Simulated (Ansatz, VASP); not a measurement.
## One calculation of CuF, two programs

```xyz
4
Lattice="3.5434 0.0000 0.0000 -1.7717 3.0687 0.0000 0.0000 0.0000 5.1328" Properties=species:S:1:pos:R:3 pbc="T T T"
Cu    0.0000    2.0458    1.2832
Cu    1.7717    1.0229    3.8496
F     1.7717    1.0229    1.2832
F     0.0000    2.0458    3.8496
```

Alike in both runs: task single point; functional r2SCAN; k mesh 9 × 9 × 4; occupations fermi-dirac, width 0.02 eV; no spin polarisation.

|  | VASP | Ansatz |
| --- | --- | --- |
| version | VASP 6.6.1 | Ansatz 0.2.0 |
| potentials or method | VASP PAW PBE potentials, release 64 (Cu, F) | plane waves, PAW |
| plane-wave cutoff (eV) | 520 | 500 |
| valence electrons in the cell | 36 | 52 |

```csv
,VASP,Ansatz,Ansatz less VASP
pressure (GPa),-2.0,-2.2,-0.20
"traceless stress, the component that is largest in VASP (GPa)",0.46,0.87,+0.402
```

VASP's potentials were made for PBE, not for r2SCAN. VASP's potentials hold 36 valence electrons a cell and Ansatz's 52, so a difference there can come from the potentials and not from the codes.
